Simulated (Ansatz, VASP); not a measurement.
One calculation of PbS, two programs

INCAR

```
ALGO     = Normal         # electronic algorithm
EDIFF    = 1E-7           # SCF threshold, eV
ENCUT    = 520            # plane-wave cutoff, eV
ISIF     = 2              # what is computed and relaxed
ISMEAR   = -1             # smearing method
LASPH    = T              # aspherical terms in the spheres
LCHARG   = T              # write CHGCAR
LELF     = T              # ELF
LREAL    = F              # projectors in reciprocal space
LVHAR    = T            
LWAVE    = F              # write WAVECAR
NBANDS   = 28             # bands
NELM     = 100            # most SCF steps
PREC     = Accurate       # precision mode
SIGMA    = 0.05           # smearing width, eV
```

KPOINTS

```
k-points
0
Gamma
  7 7 6
```

Contents of POSCAR:

```
PbS
1.0
    2.0518417802     -5.9103234677      0.0000000000
    2.0518417802      5.9103234677      0.0000000000
    0.0000000000      0.0000000000      4.2214851889
Pb S
2 2
Direct
    0.1305633500      0.8694366500      0.2500000000
    0.8694366500      0.1305633500      0.7500000000
    0.3547970900      0.6452029100      0.2500000000
    0.6452029100      0.3547970900      0.7500000000
```

The input input.yaml:

```yaml
crystal:
  lattice:
    - [2.0518417802, -5.9103234677, 0.0]
    - [2.0518417802, 5.9103234677, 0.0]
    - [0.0, 0.0, 4.2214851889]
  atoms:
    - { symbol: Pb, position: [0.13056335, 0.86943665, 0.25] }
    - { symbol: Pb, position: [0.86943665, 0.13056335, 0.75] }
    - { symbol: S, position: [0.35479709, 0.64520291, 0.25] }
    - { symbol: S, position: [0.64520291, 0.35479709, 0.75] }
kpoints:
  mp_grid: { grid: [7, 7, 6] }
scf:
  occupations: { method: fermi_dirac, width: 0.05 }
hamiltonian:
  xc: lda
  pseudopotentials: { kind: all_electron, lapw: { basis_error: 0.002 } }
output:
  forces: true
  stress: true
  eigenvalues: true
```

Change from the starting cell: volume scaled by 0.96.

Alike in both runs: task single point; functional LDA; k mesh 7 × 7 × 6; occupations fermi-dirac, width 0.05 eV; no spin polarisation.

|  | VASP | Ansatz |
| --- | --- | --- |
| version | VASP 6.6.1 | Ansatz 0.2.0 |
| potentials or method | VASP PAW LDA potentials, release 64 (Pb_d, S), cutoff 520 eV | all-electron LAPW, scalar-relativistic |

```tsv
	VASP	Ansatz	Ansatz less VASP
gap on the k mesh at the Fermi level (eV)	1.01	1.03	+0.013
least direct gap on the mesh (eV)	1.29	1.30	+0.012
pressure (GPa)	-1.4	-1.4	-0.02
traceless stress, the component that is largest in VASP (GPa)	0.38	0.40	+0.022
rms of the force components (eV/Å)	0.077	0.072	-0.0048
```

LDA's correlation is that of Perdew and Zunger in VASP and of Perdew and Wang (1992) in Ansatz. Atom by atom the forces differ by 0.005 eV/Å (rms over components). Ansatz ran all-electron here, and VASP with PAW potentials.

Spin-orbit coupling is off throughout.
